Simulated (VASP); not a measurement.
# GaP (m.bpbe0) (F-43m) in VASP: single point with PBE0

Aim: the single point of GaP (m.bpbe0) with PBE0.

All numbers are computed with VASP 6.6.1; they aren't measurements. Logs are shortened: lines on timing, memory, paths and dates and some standing lists are left out, and cuts for length are marked.

### Step 1. The cell of the first run

It takes space group F-43m (No. 216, cubic). The conventional cell has a = 5.439 Å, b = 5.439 Å, c = 5.439 Å, α = 90.00°, β = 90.00°, γ = 90.00°. Ga (site symmetry -43m) has 4 P at 2.35 Å within 3.1 Å. P (site symmetry -43m) has 4 Ga at 2.35 Å within 3.1 Å.

### Step 2. Single point, PBE0

Input file POSCAR:

```
GaP
1.0
    0.0000000000      2.7192533674      2.7192533674
    2.7192533674      0.0000000000      2.7192533674
    2.7192533674      2.7192533674      0.0000000000
Ga P
1 1
Direct
    0.0000000000      0.0000000000      0.0000000000
    0.2500000000      0.2500000000      0.2500000000
```

Input file INCAR.step1:

```
ALGO = Normal ; EDIFF = 1E-5
ENCUT = 400 ; GGA = PE
GGA_COMPAT = F ; ISIF = 2
ISMEAR = 0 ; LASPH = T
LCHARG = F ; LREAL = F
LWAVE = T ; NBANDS = 16
NELM = 120 ; PREC = Accurate
SIGMA = 0.01
```

Input file INCAR.step2:

```
AEXX = 0.25 ; ALGO = Normal
EDIFF = 1E-6 ; ENCUT = 400
GGA = PE ; GGA_COMPAT = F
ISIF = 2 ; ISMEAR = 0
ISTART = 1 ; LASPH = T
LCHARG = F ; LHFCALC = T
LREAL = F ; LWAVE = F
NBANDS = 16 ; NELM = 120
PREC = Accurate ; PRECFOCK = Normal
SIGMA = 0.01
```

Input file KPOINTS:

```
k-points
0
Gamma
  6 6 6
```

Potentials or basis: VASP PAW PBE potentials, release 64 (Ga_d, P).

On the command line:

```bash
cat potpaw_PBE.64/Ga_d/POTCAR potpaw_PBE.64/P/POTCAR > POTCAR
cp INCAR.step1 INCAR
mpirun -np 1 vasp_std > vasp.out
cp INCAR.step2 INCAR
mpirun -np 1 vasp_std > vasp.out
```

OUTCAR:

```text
AEXX = 0.25
   EDIFF = 1E-6
   ENCUT = 400
   GGA = PE
   ISIF = 2
   ISMEAR = 0
   ISTART = 1
   LASPH = T
   LHFCALC = T
   LREAL = F
   NELM = 120
   PREC = Accurate
   PRECFOCK = Normal

 ion  position               nearest neighbor table
   1  0.000  0.000  0.000-   2 2.35   2 2.35   2 2.35   2 2.35
   2  0.250  0.250  0.250-   1 2.35   1 2.35   1 2.35   1 2.35

  LATTYP: Found a face centered cubic cell.
 ALAT       =     5.4385067348

  Lattice vectors:

 A1 = (   0.0000000000,   2.7192533674,   2.7192533674)
 A2 = (   2.7192533674,   0.0000000000,   2.7192533674)
 A3 = (   2.7192533674,   2.7192533674,   0.0000000000)

Analysis of symmetry for initial positions (statically):
=====================================================================
 Subroutine PRICEL returns:
 Original cell was already a primitive cell.

 Routine SETGRP: Setting up the symmetry group for a
 face centered cubic supercell.

 Subroutine GETGRP returns: Found 24 space group operations
 (whereof 24 operations were pure point group operations)
 out of a pool of 48 trial point group operations.

The static configuration has the point symmetry T_d .

Analysis of symmetry for dynamics (positions and initial velocities):
=====================================================================
 Subroutine PRICEL returns:
 Original cell was already a primitive cell.

 Routine SETGRP: Setting up the symmetry group for a
 face centered cubic supercell.

 Subroutine GETGRP returns: Found 24 space group operations
 (whereof 24 operations were pure point group operations)
 out of a pool of 48 trial point group operations.

The dynamic configuration has the point symmetry T_d .

 Subroutine INISYM returns: Found 24 space group operations
 (whereof 24 operations are pure point group operations),
 and found     1 'primitive' translations

----------------------------------------------------------------------------------------

                                     Primitive cell

  volume of cell :      40.2142

  direct lattice vectors                    reciprocal lattice vectors
     0.000000000  2.719253367  2.719253367    -0.183874002  0.183874002  0.183874002
     2.719253367  0.000000000  2.719253367     0.183874002 -0.183874002  0.183874002
     2.719253367  2.719253367  0.000000000     0.183874002  0.183874002 -0.183874002

  length of vectors
     3.845604992  3.845604992  3.845604992     0.318479114  0.318479114  0.318479114

  position of ions in fractional coordinates (direct lattice)
     0.000000000  0.000000000  0.000000000
     0.250000000  0.250000000  0.250000000

  ion indices of the primitive-cell ions
   primitive index   ion index
                 1           1
                 2           2

----------------------------------------------------------------------------------------

 KPOINTS: k-points

Automatic generation of k-mesh.
 Grid dimensions read from file:
 generate k-points for:    6    6    6

 Generating k-lattice:

  Cartesian coordinates                     Fractional coordinates (reciprocal lattice)
    -0.030645667  0.030645667  0.030645667     0.166666667  0.000000000  0.000000000
     0.030645667 -0.030645667  0.030645667     0.000000000  0.166666667  0.000000000
     0.030645667  0.030645667 -0.030645667     0.000000000  0.000000000  0.166666667

  Length of vectors
     0.053079852  0.053079852  0.053079852

  Shift w.r.t. Gamma in fractional coordinates (k-lattice)
     0.000000000  0.000000000  0.000000000

 Subroutine IBZKPT returns following result:
 ===========================================

 Found     16 irreducible k-points:

 Following reciprocal coordinates:
            Coordinates               Weight
  0.000000  0.000000  0.000000      1.000000
  0.166667  0.000000  0.000000      8.000000
  0.333333  0.000000  0.000000      8.000000
  0.500000  0.000000  0.000000      4.000000
  0.166667  0.166667  0.000000      6.000000
  0.333333  0.166667  0.000000     24.000000
[... 8 lines left out ...]
 -0.333333  0.333333  0.166667     24.000000
 -0.333333  0.500000  0.166667     12.000000
   k-points           NKPTS =     16   k-points in BZ     NKDIM =    216   number of bands    NBANDS=     16
   number of dos      NEDOS =    301   number of ions     NIONS =      2
   total plane-waves  NPLWV =  21952
   dimension x,y,z NGX =    28 NGY =   28 NGZ =   28
   dimension x,y,z NGXF=    56 NGYF=   56 NGZF=   56
   ions per type =               1   1
   NGX,Y,Z   is equivalent  to a cutoff of  12.10, 12.10, 12.10 a.u.
   NGXF,Y,Z  is equivalent  to a cutoff of  24.21, 24.21, 24.21 a.u.
 SYSTEM =  unknown system
   PREC   = accura    normal or accurate (medium, high low for compatibility)
   ISTART =      1    job   : 0-new  1-cont  2-samecut
   ICHARG =      0    charge: 1-file 2-atom 10-const
   ISPIN  =      1    spin polarized calculation?
   LNONCOLLINEAR =      F non collinear calculations
   LSORBIT =      F    spin-orbit coupling
   LASPH  =      T    aspherical Exc in radial PAW
   ENCUT  =  400.0 eV  29.40 Ry    5.42 a.u.   6.27  6.27  6.27*2*pi/ulx,y,z
   NELM   =    120;   NELMIN=  2; NELMDL=  0     # of ELM steps
   EDIFF  = 0.1E-05   stopping-criterion for ELM
   LREAL  =      F    real-space projection
   EDIFFG = 0.1E-04   stopping-criterion for IOM
   NSW    =      0    number of steps for IOM
   IBRION =     -1    ionic relax: 0-MD 1-quasi-New 2-CG
   NFREE  =      0    steps in history (QN), initial steepest desc. (CG)
   ISIF   =      2    stress and relaxation
   ISYM   =      3    0-nonsym 1-usesym 2-fastsym
   POTIM  = 0.5000    time-step for ionic-motion
   TEBEG  =    0.0;   TEEND  =   0.0 temperature during run
   PSTRESS=    0.0 pullay stress
   NELECT =      18.0000    total number of electrons
   NUPDOWN=      -1.0000    fix difference up-down
   EMIN   =  10.00;   EMAX   =-10.00  energy-range for DOS
   EFERMI =   0.00;   METHOD = LEGACY
   ISMEAR =     0;   SIGMA  =   0.01  broadening in eV -4-tet -1-fermi 0-gaus
   EFERMI_NEDOS =   21; number of points for ismear=-14 and -15
   IALGO  =     38    algorithm
   IMIX   =      1    mixing-type and parameters
     AMIX     =   0.40;   BMIX     =  1.00
     AMIX_MAG =   1.60;   BMIX_MAG =  1.00
  volume/ion in A,a.u.               =      20.11       135.69
  Fermi-wavevector in a.u.,A,eV,Ry     =   1.252293  2.366491 21.337174  1.568238
  Thomas-Fermi vector in A             =   2.386200
   LORBIT       =      0    0 simple, 1 ext, 2 COOP (PROOUT), +10 PAW based schemes
   GGA     = PE    functional components
   LHFCALC =     T    Hartree Fock is set to
   PRECFOCK=normal    Normal, Fast or Accurate (Low or Medium for compatibility)
   ENCUT4O =  -1.0   cutoff for four orbital integrals eV
   NKREDX  =     1    reduce k-point grid by
   NKREDY  =     1    reduce k-point grid by
   NKREDZ  =     1    reduce k-point grid by
   AEXX    =    0.2500 exact exchange contribution
   HFSCREEN=    0.0000 screening length (either q_TF or 0.3 A-1)
   HFSCREENC=   0.0000 screening length for correlation (either q_TF or 0.3 A-1)
   ENCUTFOCK=  -1.0 apply spherical cutoff to Coloumb kernel
   IVDW    =     0    specifies the selected vdW correction
   LEPSILON=     F    determine dielectric tensor
   LRPA    =     F    only Hartree local field effects (RPA)
 non-spin polarized calculation
 Gauss-broadening in eV      SIGMA  =   0.01
  energy-cutoff  :      400.00
  volume of cell :       40.21
 maximum number of plane-waves:       745
 NGX is ok and might be reduce to    28
  NGX = 20; NGY = 20; NGZ = 20

 number of electron      18.0000015 magnetization

 Free energy of the ion-electron system (eV)
  ---------------------------------------------------
  ext. energy  EPLUGINS =         0.00000000
  ---------------------------------------------------
  free energy    TOTEN  =       -11.68029902 eV

  energy without entropy =      -11.68029902  energy(sigma->0) =      -11.68029902

 E-fermi :   4.0313     XC(G=0):  -7.7935

 val. band max:        3.9306007680   @ k =   0.0000   0.0000   0.0000
 cond. band min:       6.8955443052   @ k =   0.5000   0.5000   0.0000
 fundamental gap:      2.9649435372
 Fermi energy:         4.0313275604

 k-point     1 :       0.0000    0.0000    0.0000
  band No.  band energies     occupation
      1     -13.1902      2.00000
      2     -13.1902      2.00000
      3     -13.1902      2.00000
      4     -13.0868      2.00000
      5     -13.0868      2.00000
      6      -9.9916      2.00000
[... 8 lines left out ...]
     15      15.5890      0.00000
     16      15.5890      0.00000

 k-point     2 :       0.1667    0.0000    0.0000
  band No.  band energies     occupation
      1     -13.2057      2.00000
      2     -13.1827      2.00000
      3     -13.1827      2.00000
      4     -13.0869      2.00000
      5     -13.0869      2.00000
      6      -9.6063      2.00000
[... 8 lines left out ...]
     15      14.6753      0.00000
     16      15.8196      0.00000

 k-point     3 :       0.3333    0.0000    0.0000
  band No.  band energies     occupation
      1     -13.2356      2.00000
      2     -13.1707      2.00000
      3     -13.1707      2.00000
      4     -13.0846      2.00000
      5     -13.0846      2.00000
      6      -8.5716      2.00000
[... 8 lines left out ...]
     15      15.4492      0.00000
     16      15.4492      0.00000

 k-point     4 :       0.5000    0.0000    0.0000
  band No.  band energies     occupation
      1     -13.2496      2.00000
      2     -13.1660      2.00000
      3     -13.1660      2.00000
      4     -13.0814      2.00000
      5     -13.0814      2.00000
      6      -7.7356      2.00000
[... 8 lines left out ...]
     15      17.7026      0.00000
     16      17.7026      0.00000
[... 172 lines left out ...]
 k-point    14 :       0.5000    0.3333    0.1667
  band No.  band energies     occupation
      1     -13.2567      2.00000
      2     -13.1575      2.00000
      3     -13.1472      2.00000
      4     -13.1002      2.00000
      5     -13.0777      2.00000
      6      -7.7172      2.00000
[... 8 lines left out ...]
     15      17.8509      0.00000
     16      19.4254      0.00000

 k-point    15 :      -0.3333    0.3333    0.1667
  band No.  band energies     occupation
      1     -13.2611      2.00000
      2     -13.1575      2.00000
      3     -13.1407      2.00000
      4     -13.0977      2.00000
      5     -13.0807      2.00000
      6      -7.0045      2.00000
[... 8 lines left out ...]
     15      18.5375      0.00000
     16      18.8524      0.00000

 k-point    16 :      -0.3333    0.5000    0.1667
  band No.  band energies     occupation
      1     -13.2720      2.00000
      2     -13.1473      2.00000
      3     -13.1324      2.00000
      4     -13.1073      2.00000
      5     -13.0755      2.00000
      6      -6.6738      2.00000
[... 8 lines left out ...]
     15      18.0094      0.00000
     16      19.7848      0.00000

------------------------ aborting loop because EDIFF is reached ----------------------------------------

  FORCE on cell =-STRESS in cart. coord.  units (eV):
  Direction    XX          YY          ZZ          XY          YZ          ZX
  --------------------------------------------------------------------------------------
  -------------------------------------------------------------------------------------
  Total        0.1730456      0.1730456      0.1730456      0.0000000      0.0000000      0.0000000
  in kB        6.8943300      6.8943300      6.8943300      0.0000000      0.0000000      0.0000000
  external PRESSURE =       6.8943300 kB  Pullay stress =       0.0000000 kB

 VOLUME and BASIS-vectors are now :
 -----------------------------------------------------------------------------
  energy-cutoff  :      400.00
  volume of cell :       40.21
      direct lattice vectors                 reciprocal lattice vectors
     0.000000000  2.719253367  2.719253367    -0.183874002  0.183874002  0.183874002
     2.719253367  0.000000000  2.719253367     0.183874002 -0.183874002  0.183874002
     2.719253367  2.719253367  0.000000000     0.183874002  0.183874002 -0.183874002

 POSITION                                       TOTAL-FORCE (eV/Angst)
 -----------------------------------------------------------------------------------
      0.00000      0.00000      0.00000         0.000000      0.000000      0.000000
      1.35963      1.35963      1.35963        -0.000000     -0.000000     -0.000000
 -----------------------------------------------------------------------------------
    total drift:                                0.000042      0.000039      0.000024

  FREE ENERGIE OF THE ION-ELECTRON SYSTEM (eV)
  ---------------------------------------------------
  free  energy   TOTEN  =       -11.6802990214 eV

  energy  without entropy=      -11.6802990214  energy(sigma->0) =      -11.68029902
```

Run time: 25 min. Hardware: 1 thread of Intel Xeon Platinum 8488C (Sapphire Rapids), shared host; peak memory 0.16 GiB.

What came out:

```yaml
Free_energy: -11.6803 eV
Pressure: 0.7 GPa
Band_gap_on_the_k_mesh: 2.96 eV, indirect (least direct gap 3.53 eV)
```

Caveat: the PAW data sets were made with another functional, which shifts forces and pressure a little. A k mesh can miss the band edges.
